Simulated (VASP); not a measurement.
Wanted: the native input for a VASP 6.6.1 run.

```
Task                   : single point
Functional             : PBEsol
Potentials or basis    : VASP PAW PBE potentials, release 64 (B, N)
Cutoff                 : 520 eV
k mesh                 : 12 × 12 × 12
Occupations            : gaussian, width 0.05 eV
Spin                   : no spin polarisation
Dipole correction      : no
Further INCAR settings : ALGO = Normal; EDIFF = 1e-06; NBANDS = 11
```

The structure of BN lies in POSCAR:

```
BN
1.0
    0.0000000000      3.4953158300      2.1660912400
    1.2516321000      0.0000000000      2.1660912400
    1.2516321000      3.4953158300      0.0000000000
B N
1 1
Direct
    0.0462147570      0.0462147570      0.9537852430
    0.6666513400      0.6666513400      0.3333486600
```

This cell differs from its parent crystal: atom 1 (B) moved by (+0.000, +0.200) A along [1 1 0] and z.

The input as run:

INCAR

```
PREC = Accurate
ENCUT = 520
EDIFF = 1E-6
ISMEAR = 0
SIGMA = 0.05
LREAL = False
LASPH = True
NELM = 60
ALGO = Normal
ISIF = 2
LWAVE = False
LCHARG = False
GGA = PS
NBANDS = 11
```

KPOINTS

```
Automatic mesh
0
Gamma
  12 12 12
```

Potentials or basis: VASP PAW PBE potentials, release 64 (B, N).

Command:

```sh
$ cat potpaw_PBE.64/B/POTCAR potpaw_PBE.64/N/POTCAR > POTCAR
$ mpirun -np 1 vasp_std > vasp.out
```

Results of the run:

| Quantity | Value |
| --- | --- |
| Pressure | 12.2 GPa |
| Largest force | 5.756 eV/Å |
| Band gap on the k mesh | 3.06 eV (least direct gap 3.80 eV) |

Caveat: the cell differs from its parent crystal (atom 1 (B) moved by (+0.000, +0.200) A along [1 1 0] and z); the cell stands under pressure; the PAW data sets were made with another functional, which shifts forces and pressure a little.

Wall time 100 s on 1 thread of Intel Xeon 8259CL (shared host), peak memory 0.19 GiB.
